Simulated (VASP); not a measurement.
# Li4H3F (P1) in VASP: a series of runs, part 2 of 2

VASP 6.6.1. Earlier steps stand in the parts before.

### Step 3. Relaxation of volume and atoms at fixed shape, PBEsol

This run uses another cell than the first one, of 7.92 Å³/atom.

The input, INCAR:

```
ALGO = Normal ; EDIFF = 1E-7
EDIFFG = -0.03 ; ENCUT = 880
GGA = PS ; GGA_COMPAT = False
IBRION = 2 ; ISIF = 8
ISMEAR = -1 ; ISYM = -1
LASPH = True ; LCHARG = False
LREAL = Auto ; LWAVE = False
NELM = 120 ; NELMIN = 4
NSW = 100 ; PREC = Accurate
SIGMA = 0.05
```

The input, KPOINTS:

```
explicit points
1
Reciprocal
  0.25000000   0.25000000   0.25000000 1
```

The input, POSCAR:

```
Li4H3F
1.0
    7.9737500000      0.0000000000      0.0000000000
    0.0000000000      7.9737500000      0.0000000000
    0.0000000000      0.0000000000      7.9737500000
F H Li
8 24 32
Direct
    0.2497970000      0.9983010000      0.9977520000
    0.2537160000      0.9990100000      0.4983880000
    0.2500110000      0.4997230000      0.9965800000
    0.4993250000      0.7489210000      0.0059520000
    0.4976120000      0.9977830000      0.7475870000
    0.5049100000      0.5009580000      0.7463260000
    0.2486520000      0.2461950000      0.7512620000
    0.2489870000      0.7503370000      0.7524300000
    0.2495880000      0.5003910000      0.5032480000
    0.7491210000      0.9949460000      0.9993300000
    0.7495060000      0.0005720000      0.4983330000
    0.7514620000      0.4969690000      0.0002300000
    0.7519670000      0.5018480000      0.4987900000
    0.9989550000      0.2486560000      0.9996750000
    0.0007930000      0.2536240000      0.5027340000
    0.9976650000      0.7491550000      0.0032410000
    0.0012990000      0.7474840000      0.4951250000
    0.5019930000      0.2478460000      0.0010740000
    0.5001970000      0.2454650000      0.5025950000
    0.5016130000      0.7516310000      0.4951490000
    0.9997600000      0.9988520000      0.2522490000
    0.0011190000      0.0027920000      0.7530630000
    0.0027220000      0.5011500000      0.2457520000
    0.0012080000      0.5030490000      0.7533330000
    0.5020830000      0.9998470000      0.2532430000
    0.4978170000      0.5035970000      0.2472020000
    0.2518260000      0.2536990000      0.2522890000
    0.2450050000      0.7438750000      0.2487670000
    0.7488660000      0.2481010000      0.2514730000
    0.7544420000      0.2524810000      0.7486420000
    0.7496950000      0.7486120000      0.2484190000
    0.7508190000      0.7522860000      0.7491340000
    0.9980700000      0.0040000000      0.9958380000
    0.0007590000      0.9991500000      0.5021670000
    0.9971350000      0.5020610000      0.0012980000
    0.0002130000      0.4985520000      0.4969200000
    0.4971730000      0.0022500000      0.9985320000
    0.5032120000      0.0022860000      0.5023790000
    0.4992170000      0.5000430000      0.0032760000
    0.5004150000      0.4994110000      0.4960980000
    0.2501020000      0.2514970000      0.0023040000
    0.2444600000      0.2471930000      0.5022670000
    0.2508120000      0.7478560000      0.0006290000
    0.2463330000      0.7522600000      0.5022600000
    0.7500400000      0.2488130000      0.9953380000
    0.7525010000      0.2493760000      0.5004870000
    0.7489170000      0.7467580000      0.9993100000
    0.7485540000      0.7517830000      0.4967640000
    0.2494240000      0.0021070000      0.2524630000
    0.2539850000      0.9989990000      0.7513140000
    0.2500850000      0.4935330000      0.2475060000
    0.2510250000      0.4947330000      0.7494770000
    0.7556360000      0.9958390000      0.2557210000
    0.7507810000      0.0023490000      0.7545460000
    0.7487290000      0.4983120000      0.2448700000
    0.7477650000      0.5022760000      0.7517160000
    0.0029140000      0.2523610000      0.2513310000
    0.9999760000      0.2480550000      0.7535210000
    0.0015910000      0.7499280000      0.2516880000
    0.9966120000      0.7461820000      0.7528430000
    0.5040510000      0.2483530000      0.2533440000
    0.5031970000      0.2548230000      0.7497130000
    0.5008870000      0.7509210000      0.2443930000
    0.5003310000      0.7496350000      0.7463370000
```

Potentials or basis: VASP PAW PBE potentials, release 64 (F, H, Li_sv).

The run is started by

```console
$ cat potpaw_PBE.64/F/POTCAR potpaw_PBE.64/H/POTCAR potpaw_PBE.64/Li_sv/POTCAR > POTCAR
$ mpirun -np 1 vasp_std > vasp.out
```

Wall time 19 min (1 thread of Intel Xeon 6975P-C (Granite Rapids), shared host); peak memory 1.1 GiB.

It converged, with:

| Quantity | Value |
| --- | --- |
| Free energy | -225.0977 eV |
| Relaxed volume | 8.01 Å³/atom |
| Relaxed cell | a = 8.003 Å, b = 8.003 Å, c = 8.003 Å, α = 90.00°, β = 90.00°, γ = 90.00° |
| Space group after relaxing (to 0.1 Å) | P1 (No. 1) |
| Energy gained by relaxing | 2.7 meV/atom |
| Ionic steps | 11 |
| Pressure after relaxing | 0.0 GPa |
| Largest force after relaxing | 0.022 eV/Å |
| Band gap on the k mesh | 4.79 eV |

Forces on the atoms (eV/Å):
```
F    0.004 -0.001 -0.005
F    0.002  0.004 -0.002
F   -0.001  0.000  0.005
F    0.003  0.002 -0.004
F    0.000 -0.006  0.004
F   -0.007 -0.005  0.010
F   -0.004 -0.002 -0.004
F    0.000  0.001  0.000
H    0.001  0.001 -0.001
H    0.000  0.001 -0.005
H   -0.007 -0.001 -0.001
H    0.009  0.001  0.005
H    0.000 -0.005  0.009
H    0.006  0.002 -0.002
H    0.004 -0.007 -0.004
H    0.006 -0.001  0.001
H    0.006  0.003  0.000
H   -0.004  0.001  0.002
H   -0.008 -0.006 -0.002
H    0.003 -0.003  0.009
H    0.001 -0.004 -0.003
H    0.002  0.000 -0.004
H    0.004  0.004  0.003
H    0.004 -0.005 -0.002
H   -0.003  0.002 -0.002
H   -0.003  0.002  0.002
H    0.001  0.004 -0.007
H    0.002  0.001  0.003
H   -0.003  0.004 -0.003
H   -0.001 -0.006  0.002
H    0.002  0.000  0.005
H    0.001  0.002  0.005
Li  -0.003  0.003 -0.006
Li  -0.007 -0.004  0.010
Li   0.003  0.002 -0.008
Li  -0.003 -0.001  0.003
Li  -0.005  0.008 -0.001
Li   0.007  0.008  0.000
Li  -0.001  0.004 -0.013
Li  -0.005 -0.003  0.003
Li  -0.002 -0.003  0.003
Li  -0.003  0.005 -0.005
Li   0.007 -0.002 -0.007
Li   0.008 -0.009 -0.006
Li  -0.007  0.001 -0.001
Li   0.000 -0.003  0.011
Li  -0.015  0.006  0.000
Li  -0.010  0.008 -0.005
Li  -0.003  0.004  0.002
Li   0.012  0.000 -0.001
Li   0.007  0.016  0.007
Li   0.017 -0.008  0.001
Li   0.005 -0.013 -0.008
Li  -0.009 -0.001 -0.005
Li  -0.005  0.003  0.001
Li  -0.003 -0.003 -0.008
Li  -0.004 -0.006 -0.007
Li  -0.008  0.007 -0.009
Li   0.000  0.006  0.002
Li  -0.001 -0.009  0.008
Li  -0.015  0.002  0.000
Li   0.010  0.009 -0.002
Li   0.004  0.003  0.006
Li   0.002 -0.013  0.018
```

Stress tensor (GPa, compression positive):
```
 0.03 -0.08  0.00
-0.08 -0.02 -0.10
 0.00 -0.10  0.02
```

Step by step:
```
step  energy change (eV)  largest force (eV/Å)  pressure (GPa)  volume (Å³)
   1              0.0000                0.3346            0.42       506.98
   2             -0.0655                0.2194            0.24       508.50
   3             -0.1440                0.1402           -0.14       513.08
   4             -0.1443                0.1288           -0.12       512.79
   5             -0.1613                0.0768           -0.04       512.52
   6             -0.1699                0.0610            0.01       512.20
   7             -0.1700                0.0642            0.01       512.17
   8             -0.1732                0.0427            0.04       512.16
   9             -0.1724                0.0645            0.04       512.15
  10             -0.1743                0.0325            0.05       512.16
  11             -0.1753                0.0224            0.01       512.63
```

Final structure:
```cif
data_structure
_symmetry_space_group_name_H-M 'P 1'
_symmetry_Int_Tables_number 1
_cell_length_a 8.0033
_cell_length_b 8.0033
_cell_length_c 8.0033
_cell_angle_alpha 90.000
_cell_angle_beta 90.000
_cell_angle_gamma 90.000
_cell_volume 512.63
loop_
_atom_site_label
_atom_site_type_symbol
_atom_site_fract_x
_atom_site_fract_y
_atom_site_fract_z
_atom_site_occupancy
F1 F 0.25057 0.99953 0.00035 1
F2 F 0.25020 0.99966 0.50160 1
F3 F 0.25042 0.49953 0.99918 1
F4 F 0.49973 0.74972 0.99943 1
F5 F 0.50046 0.99962 0.75020 1
F6 F 0.49984 0.49993 0.74963 1
F7 F 0.25136 0.24930 0.75111 1
F8 F 0.24998 0.74977 0.74998 1
H1 H 0.24915 0.49921 0.49781 1
H2 H 0.75223 0.99996 0.00116 1
H3 H 0.75196 0.00018 0.49906 1
H4 H 0.75122 0.49863 0.00059 1
H5 H 0.75109 0.49967 0.49859 1
H6 H 0.99819 0.24944 0.00174 1
H7 H 0.99885 0.25074 0.49963 1
H8 H 0.99725 0.74928 0.00131 1
H9 H 0.99815 0.74864 0.49872 1
H10 H 0.50391 0.24968 0.00315 1
H11 H 0.50323 0.25050 0.49815 1
H12 H 0.50204 0.74925 0.49680 1
H13 H 0.99901 0.99997 0.25052 1
H14 H 0.99693 0.99992 0.75031 1
H15 H 0.99915 0.49907 0.25033 1
H16 H 0.99782 0.49967 0.74928 1
H17 H 0.50201 0.99994 0.25115 1
H18 H 0.50121 0.49863 0.25117 1
H19 H 0.25016 0.25019 0.25158 1
H20 H 0.24883 0.74896 0.25162 1
H21 H 0.75116 0.24986 0.25080 1
H22 H 0.75217 0.25033 0.74995 1
H23 H 0.75103 0.74880 0.25050 1
H24 H 0.75287 0.74947 0.74863 1
Li1 Li 0.00011 0.99979 0.00091 1
Li2 Li 0.00005 0.99988 0.49952 1
Li3 Li 0.99985 0.49949 0.00069 1
Li4 Li 0.99923 0.49985 0.49922 1
Li5 Li 0.50006 0.99928 0.99987 1
Li6 Li 0.50015 0.99981 0.50022 1
Li7 Li 0.50004 0.50029 0.99995 1
Li8 Li 0.50103 0.49947 0.49984 1
Li9 Li 0.24995 0.24977 0.00006 1
Li10 Li 0.24969 0.24897 0.50044 1
Li11 Li 0.25023 0.74975 0.99986 1
Li12 Li 0.24949 0.75043 0.50015 1
Li13 Li 0.75098 0.24994 0.00090 1
Li14 Li 0.75096 0.25006 0.49910 1
Li15 Li 0.75017 0.74967 0.00045 1
Li16 Li 0.75121 0.74969 0.49901 1
Li17 Li 0.24996 0.99992 0.25044 1
Li18 Li 0.25026 0.99987 0.75020 1
Li19 Li 0.24978 0.49939 0.24973 1
Li20 Li 0.25017 0.49982 0.75028 1
Li21 Li 0.75043 0.00035 0.25052 1
Li22 Li 0.75010 0.00023 0.74980 1
Li23 Li 0.75066 0.49923 0.25032 1
Li24 Li 0.74989 0.49966 0.74977 1
Li25 Li 0.99910 0.25021 0.25083 1
Li26 Li 0.99982 0.25004 0.74987 1
Li27 Li 0.99885 0.74906 0.25026 1
Li28 Li 0.99976 0.74975 0.74968 1
Li29 Li 0.50204 0.25028 0.25044 1
Li30 Li 0.50027 0.24988 0.75004 1
Li31 Li 0.50102 0.74922 0.24947 1
Li32 Li 0.49997 0.74978 0.75015 1
```

Levels at points of the mesh, in eV from the valence-band top:
```tsv
k point	band 85	band 86	band 87	band 88	band 89	band 90	band 91	band 92
(0.25, 0.25, 0.25)	-0.12	-0.03	-0.03	0.00	4.79	4.92	5.03	5.37
```

Caveat: the PAW data sets were made with another functional, which shifts forces and pressure a little; a shifted mesh leaves out Γ, where band edges can lie. A k mesh can miss the band edges.
